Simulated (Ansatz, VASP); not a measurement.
# Hf: VASP beside Ansatz

```xyz
1
Lattice="-1.7221 1.7221 1.7221 1.7221 -1.7221 1.7221 1.7221 1.7221 -1.7221" Properties=species:S:1:pos:R:3 pbc="T T T"
Hf    0.0000    0.0000    0.0000
```

Alike in both runs: functional LDA; k mesh 16 × 16 × 16; occupations fermi-dirac, width 0.08 eV; no spin polarisation.

Ansatz relaxed the structure, and its values are those at the end. VASP's run is a single point on that final structure, the one shown.

|  | VASP | Ansatz |
| --- | --- | --- |
| version | VASP 6.6.1 | Ansatz 0.2.0 |
| potentials or method | VASP PAW LDA potentials, release 64 (Hf_pv) | PAW with Ansatz's default frozen-core files, scalar-relativistic |
| plane-wave cutoff (eV) | 520 | 420 |
| valence electrons in the cell | 10 | 26 |

Ansatz gave:

| Quantity | Value |
| --- | --- |
| pressure (GPa) | 0.0 |

Q: Which values does VASP return?

A: Pressure (GPa): 0.1.

LDA's correlation is that of Perdew and Zunger in VASP and of Perdew and Wang (1992) in Ansatz. VASP's potentials hold 10 valence electrons a cell and Ansatz's 26, so a difference there can come from the potentials and not from the codes.

Spin-orbit coupling is off throughout.
